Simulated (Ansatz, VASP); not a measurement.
**Two plane-wave programs on LiH**

The input POSCAR:

```
LiH
1.0
    0.0000000000      2.1451220099      2.1665732300
    2.1451220099      0.0000000000      2.1665732300
    2.1451220099      2.1451220099      0.0000000000
Li H
1 1
Direct
    0.0000000000      0.0000000000      0.0000000000
    0.2500000000      0.2500000000      0.2500000000
```

Contents of INCAR.step1:

```
SYSTEM = LiH
ALGO = Normal
EDIFF = 1E-5
ENCUT = 520
GGA = PE
ISIF = 2
ISMEAR = 0
LASPH = .TRUE.
LCHARG = .FALSE.
LREAL = .FALSE.
LWAVE = .TRUE.
NBANDS = 9
NELM = 80
PREC = Accurate
SIGMA = 0.01
```

INCAR.step2

```
SYSTEM = LiH
ALGO = Normal
EDIFF = 1E-6
ENCUT = 520
GGA = PE
HFSCREEN = 0.2079
ISIF = 2
ISMEAR = 0
ISTART = 1
LASPH = .TRUE.
LCHARG = .FALSE.
LHFCALC = .TRUE.
LREAL = .FALSE.
LWAVE = .FALSE.
NBANDS = 9
NELM = 80
PREC = Accurate
PRECFOCK = Normal
SIGMA = 0.01
```

The input KPOINTS:

```
k-points
0
G
  8 8 8
  0 0 0
```

Input for Ansatz:

```yaml
crystal:
  lattice:
    - [0.0, 2.1451220099, 2.16657323]
    - [2.1451220099, 0.0, 2.16657323]
    - [2.1451220099, 2.1451220099, 0.0]
  atoms:
    - { symbol: Li, position: [0.0, 0.0, 0.0] }
    - { symbol: H, position: [0.25, 0.25, 0.25] }
kpoints:
  mp_grid: { grid: [8, 8, 8] }
  band_path:
    path:
      - [0.0, 0.0, 0.0]
      - [-0.5, -0.5, 0.0]
      - [-0.375, -0.375, 0.25]
      - [-0.375, 0.0, 0.375]
      - [0.0, 0.0, 0.5]
      - [-0.5, -0.25, 0.25]
      - [-0.15, -0.075, 0.425]
      - [0.25, -0.25, -0.5]
    npoints: 1
hamiltonian:
  xc: hse06
scf:
  occupations: { method: fixed }
  n_extra_bands: 4
output:
  forces: true
  stress: true
  eigenvalues: true
  write_density: true
  write_potential: true
  elf: true
  volumetric_format: npy
```

Change from the starting cell: uniaxial_z strain +1.0%.

Alike in both runs: task single point; functional HSE06; k mesh 8 × 8 × 8; no spin polarisation.

|  | VASP | Ansatz |
| --- | --- | --- |
| version | VASP 6.6.1 | Ansatz 0.2.0 |
| potentials or method | VASP PAW PBE potentials, release 64 (Li_sv, H) | plane waves, PAW |
| plane-wave cutoff (eV) | 520 | 420 |
| occupations | gaussian, width 0.01 eV | fixed |
| valence electrons in the cell | 4 | 4 |

```tsv
	VASP	Ansatz	Ansatz less VASP
gap on the k mesh at the Fermi level (eV)	5.21	5.21	0.000
```

Ansatz's warnings: stress exchange threshold loose, stress scf threshold loose.

Noted on VASP's run: the cutoff is under 1.25 times that of the potentials, so the pressure is a little rough.
